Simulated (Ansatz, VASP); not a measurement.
# Two plane-wave programs on GaP

Contents of POSCAR:

```
GaP
1.0
    0.0000000000      2.7252500000      2.7252500000
    2.7252500000      0.0000000000      2.7252500000
    2.7252500000      2.7252500000      0.0000000000
Ga P
1 1
Direct
    0.0000000000      0.0000000000      0.0000000000
    0.7500000000      0.7500000000      0.7500000000
```

INCAR.step1

```
SYSTEM = GaP
  PREC = Accurate
  ENCUT = 520
  ISMEAR = 0
  SIGMA = 0.05
  LREAL = .False.
  LASPH = .True.
  NELM = 60
  NBANDS = 16
  GGA = PE
  ALGO = Normal
  EDIFF = 1E-4
  LWAVE = .True.
  LCHARG = .False.
```

INCAR.step2

```
SYSTEM = GaP
  PREC = Accurate
  ENCUT = 520
  EDIFF = 1E-7
  ISMEAR = 0
  SIGMA = 0.05
  LREAL = .False.
  LASPH = .True.
  NELM = 60
  ALGO = Normal
  ISIF = 2
  LWAVE = .False.
  LCHARG = .False.
  METAGGA = R2SCAN
  LMIXTAU = .True.
  NBANDS = 16
  ISTART = 1
```

The input KPOINTS:

```
regular mesh
0
Gamma
  8 8 8
  0 0 0
```

Input for Ansatz:

```yaml
crystal:
  lattice:
    - [0.0, 2.72525, 2.72525]
    - [2.72525, 0.0, 2.72525]
    - [2.72525, 2.72525, 0.0]
  atoms:
    - { symbol: Ga, position: [0.0, 0.0, 0.0] }
    - { symbol: P, position: [0.75, 0.75, 0.75] }
basis:
  ecutwfc: 500
kpoints:
  mp_grid: { grid: [8, 8, 8] }
hamiltonian:
  xc: r2scan
scf:
  occupations: { method: gaussian, width: 0.05 }
output:
  forces: true
  stress: true
  eigenvalues: true
```

Alike in both runs: task single point; functional r2SCAN; k mesh 8 × 8 × 8; occupations gaussian, width 0.05 eV; no spin polarisation.

|  | VASP | Ansatz |
| --- | --- | --- |
| version | VASP 6.6.1 | Ansatz 0.2.0 |
| potentials or method | VASP PAW PBE potentials, release 64 (Ga_d, P), cutoff 520 eV | scalar-relativistic, plane waves, PAW |
| valence electrons in the cell | 18 | 18 |

|  | VASP | Ansatz | Ansatz less VASP |
| --- | --- | --- | --- |
| gap on the k mesh at the Fermi level (eV) | 1.90 | 1.89 | -0.008 |
| least direct gap on the mesh (eV) | 2.34 | 2.37 | +0.021 |
| pressure (GPa) | 0.0 | 0.0 | +0.06 |

VASP's potentials were made for PBE, not for r2SCAN.
